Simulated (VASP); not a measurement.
# Se (I4_1/amd) in VASP: a series of runs

The runs below take Se through single point, relaxation of cell and atoms, with PBE.

Everything below comes from runs of VASP 6.6.1. Logs are shortened: lines on timing, memory, paths and dates and some standing lists are left out, and cuts for length are marked.

## 1. The cell of the first run

The structure is tetragonal, space group I4_1/amd (No. 141). Conventional cell: a = 6.365 Å, b = 6.365 Å, c = 4.407 Å, α = 90.00°, β = 90.00°, γ = 90.00°. Within 3.0 Å of Se (site symmetry -4m2) lie 4 Se at 2.29 Å. Se (site symmetry 2/m) has 6 Se at 2.29 to 2.51 Å within 3.0 Å.

## 2. Single point, PBE

INCAR

```
PREC = Accurate
ENCUT = 520
EDIFF = 1E-6
ISMEAR = 0
SIGMA = 0.1
LREAL = F
LASPH = T
NELM = 100
ALGO = Normal
ISIF = 2
LWAVE = F
LCHARG = F
GGA = PE
NBANDS = 27
```

KPOINTS

```
regular mesh
0
Gamma
  6 6 6
```

POSCAR

```
Se
1.0
   -3.1825548000      3.1825548000      2.2037298000
    3.1825548000     -3.1825548000      2.2037298000
    3.1825548000      3.1825548000     -2.2037298000
Se
6
Direct
    0.0000000000      0.0000000000      0.0000000000
    0.7500000000      0.2500000000      0.5000000000
    0.3750000000      0.6250000000      0.7500000000
    0.3750000000      0.1250000000      0.7500000000
    0.3750000000      0.6250000000      0.2500000000
    0.8750000000      0.6250000000      0.2500000000
```

Potentials or basis: VASP PAW PBE potentials, release 64 (Se).

On the command line:

```bash
$ cat potpaw_PBE.64/Se/POTCAR > POTCAR
$ mpirun -np 1 vasp_std > vasp.out
```

OUTCAR:

```text
PREC = Accurate
   ENCUT = 520
   EDIFF = 1E-6
   ISMEAR = 0
   LREAL = F
   LASPH = T
   NELM = 100
   ISIF = 2
   GGA = PE

 ion  position               nearest neighbor table
   1  0.000  0.000  0.000-   5 2.29   4 2.29   6 2.29   3 2.29
   2  0.750  0.250  0.500-   3 2.29   4 2.29   6 2.29   5 2.29
   3  0.375  0.625  0.750-   1 2.29   2 2.29   5 2.51   5 2.51   4 2.51   4 2.51
   4  0.375  0.125  0.750-   1 2.29   2 2.29   3 2.51   6 2.51   3 2.51   6 2.51
   5  0.375  0.625  0.250-   2 2.29   1 2.29   6 2.51   3 2.51   3 2.51   6 2.51
   6  0.875  0.625  0.250-   1 2.29   2 2.29   4 2.51   5 2.51   5 2.51   4 2.51

  LATTYP: Found a body centered tetragonal cell.
 ALAT       =     6.3651096000
 C/A-ratio  =     0.6924404884

  Lattice vectors:

 A1 = (  -3.1825548000,   3.1825548000,   2.2037298000)
 A2 = (   3.1825548000,  -3.1825548000,   2.2037298000)
 A3 = (   3.1825548000,   3.1825548000,  -2.2037298000)

Analysis of symmetry for initial positions (statically):
=====================================================================
 Subroutine PRICEL returns:
 Original cell was already a primitive cell.

 Routine SETGRP: Setting up the symmetry group for a
 body centered tetragonal supercell.

 Subroutine GETGRP returns: Found 16 space group operations
 (whereof  8 operations were pure point group operations)
 out of a pool of 16 trial point group operations.

The static configuration has the point symmetry D_2d.
 The point group associated with its full space group is D_4h.

Analysis of symmetry for dynamics (positions and initial velocities):
=====================================================================
 Subroutine PRICEL returns:
 Original cell was already a primitive cell.

 Routine SETGRP: Setting up the symmetry group for a
 body centered tetragonal supercell.

 Subroutine GETGRP returns: Found 16 space group operations
 (whereof  8 operations were pure point group operations)
 out of a pool of 16 trial point group operations.

The dynamic configuration has the point symmetry D_2d.
 The point group associated with its full space group is D_4h.

 Subroutine INISYM returns: Found 16 space group operations
 (whereof  8 operations are pure point group operations),
 and found     1 'primitive' translations

[... 97 lines left out ...]
   LNONCOLLINEAR =      F non collinear calculations
   LSORBIT =      F    spin-orbit coupling
   LASPH  =      T    aspherical Exc in radial PAW
   ENCUT  =  520.0 eV  38.22 Ry    6.18 a.u.   9.32  9.32  9.32*2*pi/ulx,y,z
   NELM   =    100;   NELMIN=  2; NELMDL= -5     # of ELM steps
   EDIFF  = 0.1E-05   stopping-criterion for ELM
   LREAL  =      F    real-space projection
   EDIFFG = 0.1E-04   stopping-criterion for IOM
   NSW    =      0    number of steps for IOM
   IBRION =     -1    ionic relax: 0-MD 1-quasi-New 2-CG
   NFREE  =      0    steps in history (QN), initial steepest desc. (CG)
   ISIF   =      2    stress and relaxation
   ISYM   =      2    0-nonsym 1-usesym 2-fastsym
   POTIM  = 0.5000    time-step for ionic-motion
   TEBEG  =    0.0;   TEEND  =   0.0 temperature during run
   PSTRESS=    0.0 pullay stress
   NELECT =      36.0000    total number of electrons
   NUPDOWN=      -1.0000    fix difference up-down
   EMIN   =  10.00;   EMAX   =-10.00  energy-range for DOS
   EFERMI =   0.00;   METHOD = LEGACY
   ISMEAR =     0;   SIGMA  =   0.10  broadening in eV -4-tet -1-fermi 0-gaus
   EFERMI_NEDOS =   21; number of points for ismear=-14 and -15
   IALGO  =     38    algorithm
   IMIX   =      4    mixing-type and parameters
     AMIX     =   0.40;   BMIX     =  1.00
     AMIX_MAG =   1.60;   BMIX_MAG =  1.00
  volume/ion in A,a.u.               =      14.88       100.42
  Fermi-wavevector in a.u.,A,eV,Ry     =   1.209444  2.285517 19.901974  1.462754
  Thomas-Fermi vector in A             =   2.345021
   LORBIT       =      0    0 simple, 1 ext, 2 COOP (PROOUT), +10 PAW based schemes
   GGA     = PE    functional components
   LHFCALC =     F    Hartree Fock is set to
   AEXX    =    0.0000 exact exchange contribution
   IVDW    =     0    specifies the selected vdW correction
   LEPSILON=     F    determine dielectric tensor
   LRPA    =     F    only Hartree local field effects (RPA)
 non-spin polarized calculation
 Gauss-broadening in eV      SIGMA  =   0.10
  energy-cutoff  :      520.00
  volume of cell :       89.28
 maximum number of plane-waves:      2437
 NGX is ok and might be reduce to    40
   NGX = 19   NGY = 19   NGZ = 19

 number of electron      35.9999996 magnetization

 Free energy of the ion-electron system (eV)
  ---------------------------------------------------
  ext. energy  EPLUGINS =         0.00000000
  ---------------------------------------------------
  free energy    TOTEN  =        -9.84987349 eV

  energy without entropy =       -9.84206877  energy(sigma->0) =       -9.84597113

 E-fermi :  10.9603     XC(G=0): -11.8527

 val. band max:       10.9550689934   @ k =   0.3333   0.3333   0.1667
 cond. band min:      11.0204536666   @ k =  -0.1667  -0.1667   0.1667
 fundamental gap:      0.0653846732
 Fermi energy:        10.9603106363

 k-point     1 :       0.0000    0.0000    0.0000
  band No.  band energies     occupation
      1     -10.4879      2.00000
      2      -5.6208      2.00000
      3      -4.7958      2.00000
      4      -4.7958      2.00000
      5      -2.1878      2.00000
      6      -1.5100      2.00000
[... 709 lines left out ...]
     26      15.1833      0.00000
     27      15.3964      0.00000

 [... further k-points ...]
[... 5 lines left out ...]
  --------------------------------------------------------------------------------------
  -------------------------------------------------------------------------------------
  Total       42.6356057     42.6356057     55.1787124      0.0000000      0.0000000      0.0000000
  in kB      765.0906654    765.0906654    990.1751604      0.0000000      0.0000000      0.0000000
  external PRESSURE =     840.1188304 kB  Pullay stress =       0.0000000 kB

 VOLUME and BASIS-vectors are now :
 -----------------------------------------------------------------------------
  energy-cutoff  :      520.00
  volume of cell :       89.28
      direct lattice vectors                 reciprocal lattice vectors
    -3.182554800  3.182554800  2.203729800     0.000000000  0.157106486  0.226888069
     3.182554800 -3.182554800  2.203729800     0.157106486  0.000000000  0.226888069
     3.182554800  3.182554800 -2.203729800     0.157106486  0.157106486  0.000000000

 POSITION                                       TOTAL-FORCE (eV/Angst)
 -----------------------------------------------------------------------------------
      0.00000      0.00000      0.00000         0.000000     -0.000000      0.000000
      0.00000      3.18255      1.10186        -0.000000      0.000000     -0.000000
      3.18255      1.59128      0.55093        -0.000000      0.000000     -0.000000
      1.59128      3.18255     -0.55093        -0.000000      0.000000     -0.000000
      1.59128      0.00000      1.65280        -0.000000      0.000000     -0.000000
     -0.00000      1.59128      2.75466        -0.000000      0.000000     -0.000000
 -----------------------------------------------------------------------------------
    total drift:                               -0.000000     -0.000000      0.000000

  FREE ENERGIE OF THE ION-ELECTRON SYSTEM (eV)
  ---------------------------------------------------
  free  energy   TOTEN  =        -9.8498734864 eV

  energy  without entropy=       -9.8420687659  energy(sigma->0) =       -9.84597113
```

It took 44 s on 1 thread of Intel Xeon 6975P-C, shared host; peak memory 0.25 GiB.

Results:

```yaml
Free_energy: -9.8499 eV
Pressure: 84.0 GPa
Band_gap_on_the_k_mesh: zero (band 18 reaches 12.67 eV, above the bottom of band 19 at 8.72 eV)
```

Stress tensor (GPa, compression positive):
```
76.51  0.00  0.00
 0.00 76.51  0.00
 0.00  0.00 99.02
```

## 3. Single point, PBE

This run uses another cell than the first one, of 24.06 Å³/atom, 1.617 times its volume.

INCAR

```
SYSTEM = Se
  PREC = Accurate
  ENCUT = 520
  EDIFF = 1E-6
  ISMEAR = 0
  SIGMA = 0.1
  LREAL = .FALSE.
  LASPH = .TRUE.
  NELM = 80
  ALGO = Normal
  ISIF = 2
  LWAVE = .FALSE.
  LCHARG = .TRUE.
  GGA = PE
  LELF = .TRUE.
  LVHAR = .TRUE.
  NBANDS = 27
```

KPOINTS

```
Automatic mesh
0
G
  6 6 6
  0 0 0
```

Edit POSCAR of step 2 so:

```diff
@@ -2,5 +2,5 @@
 1.0
-   -3.1825548000      3.1825548000      2.2037298000
-    3.1825548000     -3.1825548000      2.2037298000
-    3.1825548000      3.1825548000     -2.2037298000
+   -3.7633662984      3.7633662984      2.5478856408
+    3.7633662984     -3.7633662984      2.5478856408
+    3.7633662984      3.7633662984     -2.5478856408
 Se
```

Potentials or basis: VASP PAW PBE potentials, release 64 (Se).

On the command line:

```bash
$ cat potpaw_PBE.64/Se/POTCAR > POTCAR
$ mpirun -np 1 vasp_std > vasp.out
```

Wall time 1.9 min (1 thread of Intel Xeon 6975P-C, shared host); peak memory 0.34 GiB.

The run converged. Its results:

```yaml
Free_energy: -19.4718 eV
Pressure: 0.3 GPa
Band_gap_on_the_k_mesh: zero (band 18 reaches 5.18 eV, above the bottom of band 19 at 3.00 eV)
```

Stress tensor (GPa, compression positive):
```
0.38 0.00 0.00
0.00 0.38 0.00
0.00 0.00 0.21
```

Levels at points of the mesh, in eV from the Fermi level:
```
           k point  band 14  band 15  band 16  band 17  band 18  band 19  band 20  band 21  band 22  band 23
(0.00, 0.00, 0.00)    -2.53    -2.53    -2.06     0.30     1.24     1.24     1.60     1.89     2.73     2.73
(0.50, 0.00, 0.00)    -2.41    -1.93    -1.16    -0.75    -0.74     0.39     1.75     1.84     1.96     2.11
(0.50, 0.50, 0.00)    -2.46    -1.83    -1.83    -1.39    -1.39     0.66     0.66     1.82     1.82     2.41
(0.50, 0.50, 0.50)    -1.92    -1.88    -1.88    -1.86    -1.86    -0.95    -0.95     1.51     1.51     2.10
```

## 4. Relaxation of cell and atoms, PBE

INCAR

```
SYSTEM = Se
PREC = Accurate ; ENCUT = 600
EDIFF = 1E-7 ; ISMEAR = 0
SIGMA = 0.1 ; LREAL = .False.
LASPH = .True. ; NELM = 100
ALGO = Normal ; ISIF = 3
LWAVE = .False. ; LCHARG = .False.
GGA = PE ; IBRION = 2
NSW = 90 ; EDIFFG = -0.04
```

KPOINTS

```
Automatic mesh
0
Gamma
  6 6 6
  0 0 0
```

Edit POSCAR of step 3 so:

```diff
@@ -2,5 +2,5 @@
 1.0
-   -3.7633662984      3.7633662984      2.5478856408
-    3.7633662984     -3.7633662984      2.5478856408
-    3.7633662984      3.7633662984     -2.5478856408
+   -3.1825548000      3.1825548000      2.2037298000
+    3.1825548000     -3.1825548000      2.2037298000
+    3.1825548000      3.1825548000     -2.2037298000
 Se
```

On the command line:

```bash
$ cat potpaw_PBE.64/Se/POTCAR > POTCAR
$ mpirun -np 1 vasp_std > vasp.out
```

Wall time 8.5 min (1 thread of Intel Xeon 6975P-C, shared host); peak memory 0.27 GiB.

It converged, with:

```
Free energy                            : -19.4683 eV
Relaxed volume                         : 24.14 Å³/atom
Relaxed cell                           : a = 5.912 Å, b = 5.912 Å, c = 5.912 Å, α = 100.65°, β = 100.65°, γ = 129.08°
Space group after relaxing (to 0.05 Å) : I4_1/amd (No. 141)
Energy gained by relaxing              : 1602.9 meV/atom
Ionic steps                            : 9
Pressure after relaxing                : 0.1 GPa
Band gap on the k mesh                 : zero (band 18 reaches 5.14 eV, above the bottom of band 19 at 2.96 eV)
```

Step by step:
| step | energy change (eV) | largest force (eV/Å) | pressure (GPa) | volume (Å³) |
| --- | --- | --- | --- | --- |
| 1 | 0.0000 | 0.0000 | 84.01 | 89.28 |
| 2 | -5.1470 | 0.0000 | -9.61 | 232.40 |
| 3 | -9.5706 | 0.0000 | -1.27 | 146.42 |
| 4 | -9.5814 | 0.0000 | -0.57 | 144.71 |
| 5 | -9.5844 | 0.0000 | 0.09 | 143.19 |
| 6 | -9.5908 | 0.0000 | 0.10 | 143.42 |
| 7 | -9.6071 | 0.0000 | 0.11 | 144.08 |
| 8 | -9.6152 | 0.0000 | 0.17 | 145.21 |
| 9 | -9.6174 | 0.0000 | 0.14 | 144.84 |

Final structure:
```
CELL_PARAMETERS angstrom
-3.77463 3.77463 2.54148
3.77463 -3.77463 2.54148
3.77463 3.77463 -2.54148
ATOMIC_POSITIONS crystal
Se 0.00000 0.00000 0.00000
Se 0.75000 0.25000 0.50000
Se 0.37500 0.62500 0.75000
Se 0.37500 0.12500 0.75000
Se 0.37500 0.62500 0.25000
Se 0.87500 0.62500 0.25000
```

Levels at points of the mesh, in eV from the Fermi level:
```tsv
k point	band 15	band 16	band 17	band 18	band 19	band 20	band 21	band 22
(0.00, 0.00, 0.00)	-2.50	-2.06	0.30	1.24	1.24	1.57	1.87	2.71
(0.50, 0.00, 0.00)	-1.93	-1.16	-0.73	-0.72	0.40	1.75	1.86	1.96
(0.50, 0.50, 0.00)	-1.81	-1.81	-1.39	-1.39	0.67	0.67	1.81	1.81
(0.50, 0.50, 0.50)	-1.87	-1.87	-1.85	-1.85	-0.94	-0.94	1.52	1.52
```

Caveat: the volume moved by over 15 % at a fixed basis, so the end points are rough.

## 5. Single point, PBE

This run uses another cell than the first one, of 24.18 Å³/atom, 1.625 times its volume.

INCAR

```
SYSTEM = Se
PREC = Accurate ; ENCUT = 520
EDIFF = 1E-6 ; ISMEAR = 0
SIGMA = 0.1 ; LREAL = .False.
LASPH = .True. ; NELM = 80
ALGO = Normal ; ISIF = 2
LWAVE = .False. ; LCHARG = .False.
GGA = PE ; NBANDS = 27
```

KPOINTS

```
Automatic mesh
0
Gamma
  10 10 10
  0 0 0
```

Edit POSCAR of step 4 so:

```diff
@@ -2,5 +2,5 @@
 1.0
-   -3.1825548000      3.1825548000      2.2037298000
-    3.1825548000     -3.1825548000      2.2037298000
-    3.1825548000      3.1825548000     -2.2037298000
+   -3.7534230673      3.7534230673      2.5749246067
+    3.7534230673     -3.7534230673      2.5749246067
+    3.7534230673      3.7534230673     -2.5749246067
 Se
```

On the command line:

```bash
$ cat potpaw_PBE.64/Se/POTCAR > POTCAR
$ mpirun -np 1 vasp_std > vasp.out
```

Wall time 6.8 min (1 thread of Intel Xeon 6975P-C, shared host); peak memory 0.49 GiB.

Results (log left out):

| Item | Value |
| --- | --- |
| Free energy | -19.4187 eV |
| Pressure | 0.0 GPa |
| Band gap on the k mesh | zero (band 18 reaches 5.11 eV, above the bottom of band 19 at 2.85 eV) |

Levels at points of the mesh, in eV from the Fermi level:
| k point | band 16 | band 17 | band 18 | band 19 | band 20 | band 21 |
| --- | --- | --- | --- | --- | --- | --- |
| (0.00, 0.00, 0.00) | -2.17 | 0.09 | 1.06 | 1.06 | 1.47 | 1.70 |
| (0.50, 0.00, 0.00) | -1.34 | -0.96 | -0.89 | 0.19 | 1.53 | 1.64 |
| (0.50, 0.50, 0.00) | -2.00 | -1.53 | -1.53 | 0.49 | 0.49 | 1.66 |
| (0.50, 0.50, 0.50) | -2.06 | -2.01 | -2.01 | -1.10 | -1.10 | 1.33 |

## 6. Summary

```tsv
task	cell	k mesh	cutoff (eV)	gap on the mesh (eV)	pressure (GPa)
single point	a = 5.011 Å, angles 101.1, 101.1, 127.8°, 6 atoms	6 × 6 × 6	520	none	84.0
single point	a = 5.901 Å, angles 100.7, 100.7, 128.8°, 6 atoms	6 × 6 × 6	520	none	0.3
relaxation of cell and atoms	relaxed from a = 5.011 Å, angles 101.1, 101.1, 127.8°, 6 atoms	6 × 6 × 6	600	none	0.1
single point	a = 5.900 Å, angles 101.0, 101.0, 128.2°, 6 atoms	10 × 10 × 10	520	none	0.0
```

Alike in all rows: level PBE; potentials or basis VASP PAW PBE potentials, release 64 (Se); no spin polarisation; smearing gaussian 0.1 eV.

Caveats: the volume moved by over 15 % at a fixed basis, so the end points are rough (some runs).

Absolute energies hang on the potentials; compare differences alone.
